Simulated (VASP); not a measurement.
A run of VASP 6.6.1:

Contents of INCAR:

```
  ALGO = Normal
  EDIFF = 1E-8
  ENCUT = 520
  GGA = PS
  IBRION = 8
  ISIF = 2
  ISMEAR = 0
  LASPH = T
  LCHARG = F
  LEPSILON = T
  LREAL = F
  LWAVE = F
  NBANDS = 15
  NELM = 100
  NSW = 1
  PREC = Accurate
  SIGMA = 0.01
```

Contents of KPOINTS:

```
k-points
0
Gamma
  6 6 6
```

File POSCAR:

```
MgI2
1.0
    0.0000000000      3.7067824609      3.7067824609
    3.7067824609      0.0000000000      3.7067824609
    3.7067824609      3.7067824609      0.0000000000
Mg I
1 2
Direct
    0.0000000000      0.0000000000      0.0000000000
    0.2500000000      0.2500000000      0.2500000000
    0.7500000000      0.7500000000      0.7500000000
```

Potentials or basis: VASP PAW PBE potentials, release 64 (Mg, I).

Launch:

```bash
$ cat potpaw_PBE.64/Mg/POTCAR potpaw_PBE.64/I/POTCAR > POTCAR
$ mpirun -np 1 vasp_std > vasp.out
```

Hardware: 1 thread of AMD EPYC 7R13, with other jobs on the host.

Task: How long does it take, and how much memory?

Result: Run time: 17 min on 1 thread of AMD EPYC 7R13, with other jobs on the host, peak memory 0.43 GiB. Counts: scf iterations 149, k points 16.
